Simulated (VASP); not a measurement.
# K (Pm-3m) in VASP: further runs

The runs below take K through single point, with BLYP.

All numbers are computed with VASP 6.6.1; they aren't measurements. Logs are shortened: lines on timing, memory, paths and dates and some standing lists are left out, and cuts for length are marked.

## Step 1: The cell of the first run

It takes space group Pm-3m (No. 221, cubic). The conventional cell has a = 4.349 Å, b = 4.349 Å, c = 4.349 Å, α = 90.00°, β = 90.00°, γ = 90.00°. Within 5.7 Å of K (site symmetry m-3m) lie 6 K at 4.35 Å.

This isn't the form of K at room conditions, which is bcc.

## Step 2: Single point, BLYP (82.28 Å³/atom)

The input, INCAR:

```
SYSTEM = K
PREC = Accurate
ENCUT = 520
EDIFF = 1E-7
ISMEAR = -1
SIGMA = 0.1
LREAL = .False.
LASPH = .True.
NELM = 80
ALGO = Normal
ISIF = 2
LWAVE = .False.
LCHARG = .False.
GGA = B5
ALDAX = 1.0
AGGAX = 1.0
AGGAC = 1.0
ALDAC = 0.0
NBANDS = 10
```

The input, KPOINTS:

```
Automatic mesh
0
Gamma
  8 8 8
  0 0 0
```

The input, POSCAR:

```
K
1.0
    4.3493841954      0.0000000000      0.0000000000
    0.0000000000      4.3493841954      0.0000000000
    0.0000000000      0.0000000000      4.3493841954
K
1
Direct
    0.0000000000      0.0000000000      0.0000000000
```

Potentials or basis: VASP PAW PBE potentials, release 64 (K_sv).

Started as:

```bash
cat potpaw_PBE.64/K_sv/POTCAR > POTCAR
mpirun -np 1 vasp_std > vasp.out
```

OUTCAR:

```text
SYSTEM = K
   PREC = Accurate
   ENCUT = 520
   EDIFF = 1E-7
   ISMEAR = -1
   LREAL = .False.
   LASPH = .True.
   NELM = 80
   ISIF = 2
   GGA = B5

 ion  position               nearest neighbor table
   1  0.000  0.000  0.000-

  LATTYP: Found a simple cubic cell.
 ALAT       =     4.3493841954

  Lattice vectors:

 A1 = (   4.3493841954,   0.0000000000,   0.0000000000)
 A2 = (   0.0000000000,   4.3493841954,   0.0000000000)
 A3 = (   0.0000000000,   0.0000000000,   4.3493841954)

Analysis of symmetry for initial positions (statically):
=====================================================================
 Subroutine PRICEL returns:
 Original cell was already a primitive cell.

 Routine SETGRP: Setting up the symmetry group for a
 simple cubic supercell.

 Subroutine GETGRP returns: Found 48 space group operations
 (whereof 48 operations were pure point group operations)
 out of a pool of 48 trial point group operations.

The static configuration has the point symmetry O_h .

Analysis of symmetry for dynamics (positions and initial velocities):
=====================================================================
 Subroutine PRICEL returns:
 Original cell was already a primitive cell.

 Routine SETGRP: Setting up the symmetry group for a
 simple cubic supercell.

 Subroutine GETGRP returns: Found 48 space group operations
 (whereof 48 operations were pure point group operations)
 out of a pool of 48 trial point group operations.

The dynamic configuration has the point symmetry O_h .

 Subroutine INISYM returns: Found 48 space group operations
 (whereof 48 operations are pure point group operations),
 and found     1 'primitive' translations

----------------------------------------------------------------------------------------

                                     Primitive cell

  volume of cell :      82.2779

  direct lattice vectors                    reciprocal lattice vectors
     4.349384195  0.000000000  0.000000000     0.229917606  0.000000000  0.000000000
     0.000000000  4.349384195  0.000000000     0.000000000  0.229917606  0.000000000
     0.000000000  0.000000000  4.349384195     0.000000000  0.000000000  0.229917606

  length of vectors
     4.349384195  4.349384195  4.349384195     0.229917606  0.229917606  0.229917606

  position of ions in fractional coordinates (direct lattice)
     0.000000000  0.000000000  0.000000000

  ion indices of the primitive-cell ions
   primitive index   ion index
                 1           1

----------------------------------------------------------------------------------------

 KPOINTS: Automatic mesh

Automatic generation of k-mesh.
 Grid dimensions read from file:
 generate k-points for:    8    8    8

 Generating k-lattice:

  Cartesian coordinates                     Fractional coordinates (reciprocal lattice)
     0.028739701  0.000000000  0.000000000     0.125000000  0.000000000  0.000000000
     0.000000000  0.028739701  0.000000000     0.000000000  0.125000000  0.000000000
     0.000000000  0.000000000  0.028739701     0.000000000  0.000000000  0.125000000

  Length of vectors
     0.028739701  0.028739701  0.028739701

  Shift w.r.t. Gamma in fractional coordinates (k-lattice)
     0.000000000  0.000000000  0.000000000

 Subroutine IBZKPT returns following result:
 ===========================================

 Found     35 irreducible k-points:

 Following reciprocal coordinates:
            Coordinates               Weight
  0.000000  0.000000  0.000000      1.000000
  0.125000  0.000000  0.000000      6.000000
  0.250000  0.000000  0.000000      6.000000
  0.375000  0.000000  0.000000      6.000000
  0.500000  0.000000  0.000000      3.000000
  0.125000  0.125000  0.000000     12.000000
[... 16 lines left out ...]
  0.375000  0.375000  0.125000     24.000000
  0.500000  0.375000  0.125000     24.000000
 [... further k-points ...]
   k-points           NKPTS =     35   k-points in BZ     NKDIM =     35   number of bands    NBANDS=     10
   number of dos      NEDOS =    301   number of ions     NIONS =      1
   total plane-waves  NPLWV =  32768
   dimension x,y,z NGX =    32 NGY =   32 NGZ =   32
   dimension x,y,z NGXF=    64 NGYF=   64 NGZF=   64
   ions per type =               1
   NGX,Y,Z   is equivalent  to a cutoff of  12.23, 12.23, 12.23 a.u.
   NGXF,Y,Z  is equivalent  to a cutoff of  24.46, 24.46, 24.46 a.u.
 SYSTEM =  K
   PREC   = accura    normal or accurate (medium, high low for compatibility)
   ISTART =      0    job   : 0-new  1-cont  2-samecut
   ICHARG =      2    charge: 1-file 2-atom 10-const
   ISPIN  =      1    spin polarized calculation?
   LNONCOLLINEAR =      F non collinear calculations
   LSORBIT =      F    spin-orbit coupling
   LASPH  =      T    aspherical Exc in radial PAW
   ENCUT  =  520.0 eV  38.22 Ry    6.18 a.u.   8.09  8.09  8.09*2*pi/ulx,y,z
   NELM   =     80;   NELMIN=  2; NELMDL= -5     # of ELM steps
   EDIFF  = 0.1E-06   stopping-criterion for ELM
   LREAL  =      F    real-space projection
   EDIFFG = 0.1E-05   stopping-criterion for IOM
   NSW    =      0    number of steps for IOM
   IBRION =     -1    ionic relax: 0-MD 1-quasi-New 2-CG
   NFREE  =      0    steps in history (QN), initial steepest desc. (CG)
   ISIF   =      2    stress and relaxation
   ISYM   =      2    0-nonsym 1-usesym 2-fastsym
   POTIM  = 0.5000    time-step for ionic-motion
   TEBEG  =    0.0;   TEEND  =   0.0 temperature during run
   PSTRESS=    0.0 pullay stress
   NELECT =       9.0000    total number of electrons
   NUPDOWN=      -1.0000    fix difference up-down
   EMIN   =  10.00;   EMAX   =-10.00  energy-range for DOS
   EFERMI =   0.00;   METHOD = LEGACY
   ISMEAR =    -1;   SIGMA  =   0.10  broadening in eV -4-tet -1-fermi 0-gaus
   EFERMI_NEDOS =   21; number of points for ismear=-14 and -15
   IALGO  =     38    algorithm
   IMIX   =      4    mixing-type and parameters
     AMIX     =   0.40;   BMIX     =  1.00
     AMIX_MAG =   1.60;   BMIX_MAG =  1.00
  volume/ion in A,a.u.               =      82.28       555.24
  Fermi-wavevector in a.u.,A,eV,Ry     =   0.782939  1.479540  8.340281  0.612993
  Thomas-Fermi vector in A             =   1.886765
   LORBIT       =      0    0 simple, 1 ext, 2 COOP (PROOUT), +10 PAW based schemes
   GGA     = B5    functional components
   LHFCALC =     F    Hartree Fock is set to
   AEXX    =    0.0000 exact exchange contribution
   IVDW    =     0    specifies the selected vdW correction
   LEPSILON=     F    determine dielectric tensor
   LRPA    =     F    only Hartree local field effects (RPA)
 non-spin polarized calculation
  energy-cutoff  :      520.00
  volume of cell :       82.28
 maximum number of plane-waves:      2272
   NGX = 17   NGY = 17   NGZ = 17

 number of electron       9.0000003 magnetization

 Free energy of the ion-electron system (eV)
  ---------------------------------------------------
  ext. energy  EPLUGINS =         0.00000000
  ---------------------------------------------------
  free energy    TOTEN  =        -0.63608943 eV

  energy without entropy =       -0.61249257  energy(sigma->0) =       -0.62429100

 E-fermi :   0.0819     XC(G=0):  -4.9600

 val. band max:        0.0697865157   @ k =   0.5000   0.1250   0.0000
 cond. band min:       0.2245714701   @ k =   0.5000   0.1250   0.1250
 fundamental gap:      0.1547849544
 Fermi energy:         0.0819236761

 k-point     1 :       0.0000    0.0000    0.0000
  band No.  band energies     occupation
      1     -32.3321      2.00000
      2     -15.8617      2.00000
      3     -15.8617      2.00000
      4     -15.8617      2.00000
      5      -1.9232      2.00000
      6       2.7929      0.00000
      7       2.7929      0.00000
      8       5.8427      0.00000
      9       5.8427      0.00000
     10       5.8427      0.00000

 k-point     2 :       0.1250    0.0000    0.0000
  band No.  band energies     occupation
      1     -32.3315      2.00000
      2     -15.8732      2.00000
      3     -15.8607      2.00000
      4     -15.8607      2.00000
      5      -1.7816      2.00000
      6       2.6610      0.00000
      7       2.8577      0.00000
      8       5.3903      0.00000
      9       5.3903      0.00000
     10       5.7865      0.00000

 k-point     3 :       0.2500    0.0000    0.0000
  band No.  band energies     occupation
      1     -32.3302      2.00000
      2     -15.9008      2.00000
      3     -15.8584      2.00000
      4     -15.8584      2.00000
      5      -1.3694      2.00000
      6       2.1006      0.00000
      7       3.0290      0.00000
      8       4.9030      0.00000
      9       4.9030      0.00000
     10       5.5550      0.00000

 k-point     4 :       0.3750    0.0000    0.0000
  band No.  band energies     occupation
      1     -32.3289      2.00000
      2     -15.9281      2.00000
      3     -15.8561      2.00000
      4     -15.8561      2.00000
      5      -0.7249      1.99937
      6       1.1828      0.00003
      7       3.2283      0.00000
      8       4.5845      0.00000
      9       4.5845      0.00000
     10       5.9638      0.00000

 k-point     5 :       0.5000    0.0000    0.0000
  band No.  band energies     occupation
      1     -32.3283      2.00000
      2     -15.9394      2.00000
      3     -15.8552      2.00000
      4     -15.8552      2.00000
      5      -0.0862      1.68615
      6       0.4215      0.06484
      7       3.3222      0.00000
      8       4.4744      0.00000
      9       4.4744      0.00000
     10       5.9765      0.00000

 k-point     6 :       0.1250    0.1250    0.0000
  band No.  band energies     occupation
      1     -32.3310      2.00000
      2     -15.8726      2.00000
      3     -15.8717      2.00000
      4     -15.8598      2.00000
      5      -1.6409      2.00000
      6       2.6796      0.00000
      7       2.8042      0.00000
      8       4.8358      0.00000
      9       5.2878      0.00000
     10       5.6682      0.00000
[... 183 lines left out ...]
 k-point    21 :       0.3750    0.2500    0.1250
  band No.  band energies     occupation
      1     -32.3265      2.00000
      2     -15.9224      2.00000
      3     -15.8929      2.00000
      4     -15.8639      2.00000
      5      -0.0712      1.64425
      6       1.6690      0.00000
      7       2.9113      0.00000
      8       3.7953      0.00000
      9       4.3626      0.00000
     10       4.9104      0.00000

 k-point    22 :       0.5000    0.2500    0.1250
  band No.  band energies     occupation
      1     -32.3260      2.00000
      2     -15.9334      2.00000
      3     -15.8917      2.00000
      4     -15.8629      2.00000
      5       0.6679      0.00569
      6       0.8130      0.00134
      7       3.3382      0.00000
      8       3.3702      0.00000
      9       4.4861      0.00000
     10       4.8759      0.00000

 k-point    23 :       0.3750    0.3750    0.1250
  band No.  band energies     occupation
      1     -32.3252      2.00000
      2     -15.9197      2.00000
      3     -15.9188      2.00000
      4     -15.8615      2.00000
      5       0.5163      0.02565
      6       1.9622      0.00000
      7       2.3075      0.00000
      8       3.3949      0.00000
      9       4.4863      0.00000
     10       4.7726      0.00000

 k-point    24 :       0.5000    0.3750    0.1250
  band No.  band energies     occupation
      1     -32.3247      2.00000
      2     -15.9301      2.00000
      3     -15.9180      2.00000
      4     -15.8605      2.00000
      5       1.1723      0.00004
      6       1.3395      0.00001
      7       2.6356      0.00000
      8       2.9328      0.00000
      9       4.6447      0.00000
     10       4.7085      0.00000

 [... further k-points ...]

------------------------ aborting loop because EDIFF is reached ----------------------------------------

  FORCE on cell =-STRESS in cart. coord.  units (eV):
  Direction    XX          YY          ZZ          XY          YZ          ZX
  --------------------------------------------------------------------------------------
  -------------------------------------------------------------------------------------
  Total        0.0437298      0.0437298      0.0437298      0.0000000      0.0000000      0.0000000
  in kB        0.8515385      0.8515385      0.8515385      0.0000000      0.0000000      0.0000000
  external PRESSURE =       0.8515385 kB  Pullay stress =       0.0000000 kB

 VOLUME and BASIS-vectors are now :
 -----------------------------------------------------------------------------
  energy-cutoff  :      520.00
  volume of cell :       82.28
      direct lattice vectors                 reciprocal lattice vectors
     4.349384195  0.000000000  0.000000000     0.229917606  0.000000000  0.000000000
     0.000000000  4.349384195  0.000000000     0.000000000  0.229917606  0.000000000
     0.000000000  0.000000000  4.349384195     0.000000000  0.000000000  0.229917606

 POSITION                                       TOTAL-FORCE (eV/Angst)
 -----------------------------------------------------------------------------------
      0.00000      0.00000      0.00000         0.000000      0.000000      0.000000
 -----------------------------------------------------------------------------------
    total drift:                                0.000000     -0.000000      0.000000

  FREE ENERGIE OF THE ION-ELECTRON SYSTEM (eV)
  ---------------------------------------------------
  free  energy   TOTEN  =        -0.6360894296 eV

  energy  without entropy=       -0.6124925743  energy(sigma->0) =       -0.62429100
```

Wall time 20 s (1 thread of Intel Xeon Platinum 8488C (Sapphire Rapids), shared host); peak memory 0.17 GiB.

What came out:

| Property | Result |
| --- | --- |
| Free energy | -0.6361 eV |
| Pressure | 0.1 GPa |
| Band gap on the k mesh | zero (an odd number of electrons rules out a gap without spin polarisation) |

Caveat: the PAW data sets were made with another functional, which shifts forces and pressure a little.

[end of part 1 of 3]
